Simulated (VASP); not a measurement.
# Cu (Im-3m) in VASP: notebook, part 2 of 2

VASP 6.6.1.

### Step 3. Single point, PBE

The input, INCAR:

```
ALGO = Normal
EDIFF = 1E-7
ENCUT = 520
GGA = PE
ISIF = 2
ISMEAR = -1
LASPH = T
LCHARG = F
LREAL = F
LWAVE = F
NBANDS = 12
NELM = 80
PREC = Accurate
SIGMA = 0.05
```

The input, KPOINTS:

```
k-points
0
Gamma
  21 21 21
```

The input, POSCAR:

```
Cu
1.0
   -1.2813142148      1.2813142148      1.2813142148
    1.2813142148     -1.2813142148      1.2813142148
    1.2813142148      1.2813142148     -1.2813142148
Cu
1
Direct
    0.0000000000      0.0000000000      0.0000000000
```

Potentials or basis: VASP PAW PBE potentials, release 64 (Cu).

On the command line:

```console
$ cat potpaw_PBE.64/Cu/POTCAR > POTCAR
$ mpirun -np 1 vasp_std > vasp.out
```

OUTCAR:

```text
EDIFF = 1E-7
   ENCUT = 520
   GGA = PE
   ISIF = 2
   ISMEAR = -1
   LASPH = T
   LREAL = F
   NELM = 80
   PREC = Accurate

 ion  position               nearest neighbor table
   1  0.000  0.000  0.000-

  LATTYP: Found a body centered cubic cell.
 ALAT       =     2.5626284296

  Lattice vectors:

 A1 = (  -1.2813142148,   1.2813142148,   1.2813142148)
 A2 = (   1.2813142148,  -1.2813142148,   1.2813142148)
 A3 = (   1.2813142148,   1.2813142148,  -1.2813142148)

Analysis of symmetry for initial positions (statically):
=====================================================================
 Subroutine PRICEL returns:
 Original cell was already a primitive cell.

 Routine SETGRP: Setting up the symmetry group for a
 body centered cubic supercell.

 Subroutine GETGRP returns: Found 48 space group operations
 (whereof 48 operations were pure point group operations)
 out of a pool of 48 trial point group operations.

The static configuration has the point symmetry O_h .

Analysis of symmetry for dynamics (positions and initial velocities):
=====================================================================
 Subroutine PRICEL returns:
 Original cell was already a primitive cell.

 Routine SETGRP: Setting up the symmetry group for a
 body centered cubic supercell.

 Subroutine GETGRP returns: Found 48 space group operations
 (whereof 48 operations were pure point group operations)
 out of a pool of 48 trial point group operations.

The dynamic configuration has the point symmetry O_h .

 Subroutine INISYM returns: Found 48 space group operations
 (whereof 48 operations are pure point group operations),
 and found     1 'primitive' translations

----------------------------------------------------------------------------------------

                                     Primitive cell

  volume of cell :       8.4145

[... 106 lines left out ...]
     AMIX_MAG =   1.60;   BMIX_MAG =  1.00
  volume/ion in A,a.u.               =       8.41        56.78
  Fermi-wavevector in a.u.,A,eV,Ry     =   1.790043  3.382690 43.596512  3.204253
  Thomas-Fermi vector in A             =   2.852894
   LORBIT       =      0    0 simple, 1 ext, 2 COOP (PROOUT), +10 PAW based schemes
   GGA     = PE    functional components
   LHFCALC =     F    Hartree Fock is set to
   AEXX    =    0.0000 exact exchange contribution
   IVDW    =     0    specifies the selected vdW correction
   LEPSILON=     F    determine dielectric tensor
   LRPA    =     F    only Hartree local field effects (RPA)
 non-spin polarized calculation
  energy-cutoff  :      520.00
  volume of cell :        8.41
 maximum number of plane-waves:       236
 NGX is ok and might be reduce to    18
   NGX =  9   NGY =  9   NGZ =  9

 number of electron      10.9999986 magnetization

 Free energy of the ion-electron system (eV)
  ---------------------------------------------------
  ext. energy  EPLUGINS =         0.00000000
  ---------------------------------------------------
  free energy    TOTEN  =        -2.73367586 eV

  energy without entropy =       -2.73195133  energy(sigma->0) =       -2.73281359

 E-fermi :  12.7113     XC(G=0): -14.8238

 val. band max:       12.7068986967   @ k =   0.2381   0.2381   0.0000
 cond. band min:      12.8236126088   @ k =  -0.3810   0.4286   0.1429
 fundamental gap:      0.1167139121
 Fermi energy:        12.7112587413

 k-point     1 :       0.0000    0.0000    0.0000
  band No.  band energies     occupation
      1       0.3877      2.00000
      2       8.2124      2.00000
      3       8.2124      2.00000
      4       8.2124      2.00000
      5       9.8679      2.00000
      6       9.8679      2.00000
      7      40.9206      0.00000
      8      40.9206      0.00000
      9      40.9206      0.00000
     10      47.2623      0.00000
     11      47.2623      0.00000
     12      49.6709      0.00000
[... 331 lines left out ...]
 k-point    24 :       0.1905    0.0952    0.0000
  band No.  band energies     occupation
      1       3.2296      2.00000
      2       7.6449      2.00000
      3       7.8676      2.00000
      4       9.5194      2.00000
      5       9.6836      2.00000
      6      10.0206      2.00000
      7      30.3637      0.00000
      8      33.9769      0.00000
      9      38.4813      0.00000
     10      41.0980      0.00000
     11      46.1367      0.00000
     12      47.3171      0.00000

 [... further k-points ...]
[... 5 lines left out ...]
  --------------------------------------------------------------------------------------
  -------------------------------------------------------------------------------------
  Total        6.3315645      6.3315645      6.3315645      0.0000000      0.0000000     -0.0000000
  in kB     1205.5762743   1205.5762743   1205.5762743      0.0000000      0.0000000     -0.0000000
  external PRESSURE =    1205.5762743 kB  Pullay stress =       0.0000000 kB

 VOLUME and BASIS-vectors are now :
 -----------------------------------------------------------------------------
  energy-cutoff  :      520.00
  volume of cell :        8.41
      direct lattice vectors                 reciprocal lattice vectors
    -1.281314215  1.281314215  1.281314215     0.000000000  0.390224345  0.390224345
     1.281314215 -1.281314215  1.281314215     0.390224345  0.000000000  0.390224345
     1.281314215  1.281314215 -1.281314215     0.390224345  0.390224345  0.000000000

 POSITION                                       TOTAL-FORCE (eV/Angst)
 -----------------------------------------------------------------------------------
      0.00000      0.00000      0.00000        -0.000000      0.000000     -0.000000
 -----------------------------------------------------------------------------------
    total drift:                                0.000000      0.000000      0.000000

  FREE ENERGIE OF THE ION-ELECTRON SYSTEM (eV)
  ---------------------------------------------------
  free  energy   TOTEN  =        -2.7336758580 eV

  energy  without entropy=       -2.7319513316  energy(sigma->0) =       -2.73281359
```

OSZICAR:

```text
N       E                     dE             d eps       ncg     rms          rms(c)
DAV:   1     0.405841912490E+02    0.40584E+02   -0.54098E+03  8044   0.170E+03
DAV:   2    -0.256444487909E+01   -0.43149E+02   -0.39860E+02  7108   0.216E+02
DAV:   3    -0.363985507048E+01   -0.10754E+01   -0.10724E+01  7876   0.373E+01
DAV:   4    -0.364485579470E+01   -0.50007E-02   -0.50001E-02  7700   0.229E+00
DAV:   5    -0.364489127510E+01   -0.35480E-04   -0.35480E-04  7868   0.192E-01    0.758E+00
DAV:   6    -0.288337203595E+01    0.76152E+00   -0.76672E+00  7936   0.591E+01    0.142E+00
DAV:   7    -0.276069210157E+01    0.12268E+00   -0.68028E-01  8132   0.175E+01    0.911E-01
DAV:   8    -0.273369887639E+01    0.26993E-01   -0.19009E-02  9940   0.189E+00    0.488E-02
DAV:   9    -0.273367237832E+01    0.26498E-04   -0.44257E-04 10352   0.347E-01    0.290E-02
DAV:  10    -0.273367803096E+01   -0.56526E-05   -0.11368E-05  9648   0.657E-02    0.497E-03
DAV:  11    -0.273367583491E+01    0.21960E-05   -0.87303E-07  6076   0.151E-02    0.278E-04
DAV:  12    -0.273367585801E+01   -0.23095E-07   -0.24257E-08  4516   0.208E-03
   1 F= -.27336759E+01 E0= -.27328136E+01  d E =-.172453E-02
```

stdout:

```text
POSCAR found type information on POSCAR Cu
 POSCAR found :  1 types and       1 ions
 scaLAPACK will be used
 LDA part: xc-table for (Slater+PW92), standard interpolation
 POSCAR, INCAR and KPOINTS ok, starting setup
 FFT: planning ... GRIDC
 FFT: planning ... GRID_SOFT
 FFT: planning ... GRID
 WAVECAR not read
 entering main loop
```

Wall time 46 s (1 thread of Intel Xeon 8259CL, shared host); peak memory 0.14 GiB.

Results:

```yaml
Free_energy: -2.7337 eV
Pressure: 120.6 GPa
```

Levels at points of the mesh, in eV from the Fermi level:
| k point | band 4 | band 5 | band 6 | band 7 | band 8 | band 9 |
| --- | --- | --- | --- | --- | --- | --- |
| (0.00, 0.00, 0.00) | -4.50 | -2.84 | -2.84 | 28.21 | 28.21 | 28.21 |
